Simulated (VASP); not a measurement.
Here is a VASP 6.6.1 calculation.

The input INCAR:

```
PREC = Accurate
ENCUT = 520
EDIFF = 1E-7
ISMEAR = -1
SIGMA = 0.1
LREAL = False
LASPH = True
NELM = 80
ALGO = Normal
ISIF = 2
LWAVE = False
LCHARG = True
GGA = RP
LELF = True
LVHAR = True
NBANDS = 11
```

KPOINTS

```
regular mesh
0
Gamma
  10 10 10
```

File POSCAR:

```
Ba
1.0
    0.0000000000      3.3448241315      3.3448241315
    3.3448241315      0.0000000000      3.3448241315
    3.3448241315      3.3448241315      0.0000000000
Ba
1
Direct
    0.0000000000      0.0000000000      0.0000000000
```

Potentials or basis: VASP PAW PBE potentials, release 64 (Ba_sv).

The run is started by

```bash
$ cat potpaw_PBE.64/Ba_sv/POTCAR > POTCAR
$ mpirun -np 1 vasp_std > vasp.out
```

**Question.** Estimate the band gap on the k mesh.

**Answer.** Zero (band 5 reaches 1.29 eV, above the bottom of band 6 at 1.24 eV).

**Question.** Estimate the pressure.

**Answer.** -0.4 GPa.

Caveat: the PAW data sets were made with another functional, which shifts forces and pressure a little; spin-orbit coupling is left out, which moves the levels of the heavy elements.
